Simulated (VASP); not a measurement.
Crystal: Rh.

```
Rh
1.0
     2.55047    0.00000    0.00000
    -1.27523    2.20877    0.00000
     0.00000    0.00000    4.10446
Rh
2
Direct
  0.66667 0.33333 0.75000
  0.33333 0.66667 0.25000
```

This isn't the form of Rh at room conditions, which is fcc.

Base run:

- Program: VASP 6.6.1
- Functional: PBE
- Potentials or basis: VASP PAW PBE potentials, release 64 (Rh_pv)
- Cutoff: 500 eV
- k mesh: 21 × 21 × 12
- Occupations: gaussian, width 0.15 eV
- Spin: collinear spin, ferromagnetic start
- Starting moments: [0.75, 0.75] μB
- Fixed moment: 1.5 μB

Its results: pressure 89.6 GPa; site moments Rh +0.74 μB.

Problem. The run is repeated on the same cell with these changes: fixed moment from 1.5 μB to 0.5 μB; moments at the start from [0.75, 0.75] to [0.25, 0.25]. What comes out?

Solution. Pressure 84.7 GPa; site moments Rh +0.25 μB.

Caveats: the cell stands under pressure; the total moment is fixed, so each spin has its own Fermi level.
